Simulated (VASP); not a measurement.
A run of VASP 6.6.1 is set up as follows.

File INCAR:

```
SYSTEM = Nb
ALGO     = Normal         ! electronic algorithm
EDIFF    = 1E-7           ! SCF threshold, eV
ENCUT    = 520            ! plane-wave cutoff, eV
GGA      = PE             ! functional
ISIF     = 2              ! what is computed and relaxed
ISMEAR   = 0              ! smearing method
LASPH    = .TRUE.         ! aspherical terms in the spheres
LCHARG   = .FALSE.        ! write CHGCAR
LREAL    = .FALSE.        ! projectors in reciprocal space
LWAVE    = .FALSE.        ! write WAVECAR
NBANDS   = 12             ! bands
NELM     = 80             ! most SCF steps
PREC     = Accurate       ! precision mode
SIGMA    = 1.0            ! smearing width, eV
```

Contents of KPOINTS:

```
k-points
0
G
  13 13 13
  0 0 0
```

POSCAR

```
Nb
1.0
   -1.6547957147      1.6547957147      1.6547957147
    1.6547957147     -1.6547957147      1.6547957147
    1.6547957147      1.6547957147     -1.6547957147
Nb
1
Direct
    0.0000000000      0.0000000000      0.0000000000
```

Potentials or basis: VASP PAW PBE potentials, release 64 (Nb_sv).

The run is started by

```bash
$ cat potpaw_PBE.64/Nb_sv/POTCAR > POTCAR
$ mpirun -np 1 vasp_std > vasp.out
```

Task: Predict the pressure.

Result: 2.7 GPa.
